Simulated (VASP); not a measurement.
Here is a VASP 6.6.1 calculation.

File INCAR:

```
PREC     = Accurate       # precision mode
ENCUT    = 520            # plane-wave cutoff, eV
EDIFF    = 1E-6           # SCF threshold, eV
ISMEAR   = 0              # smearing method
SIGMA    = 0.15           # smearing width, eV
LREAL    = F              # projectors in reciprocal space
LASPH    = T              # aspherical terms in the spheres
NELM     = 100            # most SCF steps
ALGO     = Normal         # electronic algorithm
ISIF     = 2              # what is computed and relaxed
LWAVE    = F              # write WAVECAR
LCHARG   = F              # write CHGCAR
GGA      = PS             # functional
NBANDS   = 11             # bands
```

KPOINTS

```
regular mesh
0
Gamma
  15 15 15
```

File POSCAR:

```
C
1.0
    0.0000000000      2.1292103220      3.6490097689
    1.2296213029      0.0000000000      3.6490097689
    1.2296213029      2.1292103220      0.0000000000
C
2
Direct
    0.1666781588      0.8333218412      0.1666781588
    0.8333218412      0.1666781588      0.8333218412
```

Potentials or basis: VASP PAW PBE potentials, release 64 (C).

Command:

```bash
$ cat potpaw_PBE.64/C/POTCAR > POTCAR
$ mpirun -np 1 vasp_std > vasp.out
```

(1) What does it give for the pressure?

(2) Predict the band gap on the k mesh.

Results:

(1) 0.6 GPa.

(2) 0.06 eV, indirect (the least direct gap lies 0.9 meV higher).

Caveat: the PAW data sets were made with another functional, which shifts forces and pressure a little.
